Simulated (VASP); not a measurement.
PbO2: single point with PBEsol

PbO2:

```
Pb O
1.0
     4.85590    0.00000    0.00000
     0.00000    4.85590    0.00000
     0.00000    0.00000    3.39630
Pb O
2 4
Direct
  0.00000 0.00000 0.00000
  0.50000 0.50000 0.50000
  0.30705 0.30705 0.00000
  0.19295 0.80705 0.50000
  0.69295 0.69295 0.00000
  0.80705 0.19295 0.50000
```

```
Program             : VASP 6.6.1
Task                : single point
Functional          : PBEsol
Potentials or basis : VASP PAW PBE potentials, release 64 (Pb_d, O)
Cutoff              : 520 eV
k mesh              : 8 × 8 × 10
Occupations         : gaussian, width 0.1 eV
Spin                : no spin polarisation
```

```json
{
  "Pressure": "9.6 GPa",
  "Largest force": "0.005 eV/Å",
  "Band gap on the k mesh": "0.02 eV (least direct gap 0.07 eV)"
}
```

Forces in eV/Å, atoms in the order of the input:
```
Pb   0.000  0.000  0.000
Pb   0.000  0.000  0.000
O   -0.004 -0.004  0.000
O    0.004 -0.004  0.000
O    0.004  0.004  0.000
O   -0.004  0.004  0.000
```

Stress tensor (GPa, compression positive):
```
9.51 0.00 0.00
0.00 9.51 0.00
0.00 0.00 9.72
```

Levels at points of the mesh, in eV from the valence-band top:
```csv
k point,band 22,band 23,band 24,band 25,band 26,band 27,band 28,band 29,band 30,band 31
"(0.00, 0.00, 0.00)",-0.64,-0.64,-0.59,-0.58,-0.58,0.07,4.59,5.85,5.85,9.74
"(0.50, 0.00, 0.00)",-1.39,-0.64,-0.64,-0.39,-0.39,2.88,2.88,6.49,6.49,10.31
"(0.50, 0.50, 0.00)",-1.75,-0.65,-0.65,-0.48,-0.48,3.25,3.25,6.92,6.92,10.60
"(0.00, 0.00, 0.50)",-2.08,-1.25,-1.25,-0.85,-0.85,4.19,4.19,9.18,9.18,9.69
"(0.50, 0.00, 0.50)",-1.14,-0.86,-0.86,-0.06,-0.06,4.57,4.57,7.68,7.68,10.12
"(0.50, 0.50, 0.50)",-1.71,-0.72,-0.72,-0.55,-0.55,3.18,3.18,8.45,8.45,10.00
```

Run time: 2.6 min on 1 thread of Intel(R) Xeon(R) 6975P-C (Granite Rapids), with other jobs on the host, peak memory 0.32 GiB.

Caveat: the cell stands under pressure; the smearing spreads over this small gap; the PAW data sets were made with another functional, which shifts forces and pressure a little; spin-orbit coupling is left out, which moves the levels of the heavy elements. A k mesh can miss the band edges.
